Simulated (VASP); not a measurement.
Set up this calculation in VASP 6.6.1, as the native input.

```yaml
Task: relaxation of cell and atoms
Functional: PBE
Potentials_or_basis: VASP PAW PBE potentials, release 64 (Ti_sv, Se)
Cutoff: 600 eV
k_mesh: 6 × 6 × 6
Occupations: gaussian, width 0.1 eV
Spin: no spin polarisation
Dipole_correction: no
Further_INCAR_settings: ALGO = Normal; EDIFF = 1e-06; IBRION = 2; EDIFFG = -0.04; NSW = 90; ISIF = 3
```

The structure of TiSe3 lies in POSCAR:

```
TiSe3
1.0
    5.6263607750      0.0000000000      0.0000000000
   -2.8131803875      4.8725713620      0.0000000000
    0.0000000000      0.0000000000      3.5185191206
Ti Se
1 3
Direct
    0.0000000000      0.0000000000      0.5000000000
    0.6681914918      0.0000000000      0.0000000000
    0.0000000000      0.6681914918      0.0000000000
    0.3318085082      0.3318085082      0.0000000000
```

The cell was generated, and may not be a known phase.

The input as run:

INCAR

```
SYSTEM = TiSe3
  PREC = Accurate
  ENCUT = 600
  EDIFF = 1E-6
  ISMEAR = 0
  SIGMA = 0.1
  LREAL = .FALSE.
  LASPH = .TRUE.
  NELM = 100
  ALGO = Normal
  ISIF = 3
  LWAVE = .FALSE.
  LCHARG = .FALSE.
  GGA = PE
  IBRION = 2
  NSW = 90
  EDIFFG = -0.04
```

KPOINTS

```
regular mesh
0
G
  6 6 6
  0 0 0
```

Potentials or basis: VASP PAW PBE potentials, release 64 (Ti_sv, Se).

Run with:

```sh
$ cat potpaw_PBE.64/Ti_sv/POTCAR potpaw_PBE.64/Se/POTCAR > POTCAR
$ mpirun -np 1 vasp_std > vasp.out
```

It gave:

```yaml
Relaxed_volume: 24.11 Å³/atom
Relaxed_cell: a = 5.637 Å, b = 5.637 Å, c = 3.505 Å, α = 90.00°, β = 90.00°, γ = 120.00°
Space_group_after_relaxing_to_0.1_Å: P-62m (No. 189)
Energy_gained_by_relaxing: 0.3 meV/atom
Ionic_steps: 2
Pressure_after_relaxing: 0.0 GPa
Largest_force_after_relaxing: 0.022 eV/Å
Band_gap_on_the_k_mesh: zero (bands 15 and 16 overlap by 1.31 eV)
```

It took 93 s on 1 thread of Intel(R) Xeon(R) Platinum 8488C (Sapphire Rapids), with other jobs on the host, peak memory 0.28 GiB.
